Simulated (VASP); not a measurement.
## Ir: single point with LDA

The system is Ir.

```
Ir
1.0
     2.63758    0.00000    0.00000
    -1.31879    2.28421    0.00000
     0.00000    0.00000    4.32840
Ir
2
Direct
  0.66667 0.33333 0.75000
  0.33333 0.66667 0.25000
```

```yaml
Program: VASP 6.6.1
Task: single point
Functional: LDA
Potentials_or_basis: VASP PAW LDA potentials, release 64 (Ir)
Cutoff: 520 eV
k_mesh: 10 × 10 × 6
Occupations: methfessel-paxton, width 0.05 eV
Spin: no spin polarisation
Dipole_correction: no
Further_INCAR_settings: ALGO = Normal; EDIFF = 1e-07; NBANDS = 16
```

| Item | Value |
| --- | --- |
| Pressure | 33.5 GPa |
| Band gap on the k mesh | zero (band 9 reaches 13.14 eV, above the bottom of band 10 at 9.42 eV) |

Stress tensor (GPa, compression positive):
```
33.56  0.00  0.00
 0.00 33.56  0.00
 0.00  0.00 33.41
```

Levels at points of the mesh, in eV from the Fermi level:
```tsv
k point	band 7	band 8	band 9	band 10	band 11	band 12
(0.00, 0.00, 0.00)	-3.75	-2.66	-2.66	-1.17	0.26	0.26
(0.50, 0.00, 0.00)	-3.53	0.86	1.04	1.31	3.30	4.89
(0.00, 0.00, 0.50)	-4.58	-4.58	-0.58	-0.58	-0.58	-0.58
(0.50, 0.00, 0.50)	-1.18	-1.18	1.13	1.13	2.16	2.16
```

Run time: 12 s on 1 thread of Intel(R) Xeon(R) Platinum 8488C (Sapphire Rapids) (shared host), peak memory 0.14 GiB.

Caveat: spin-orbit coupling is left out, which moves the levels of the heavy elements.
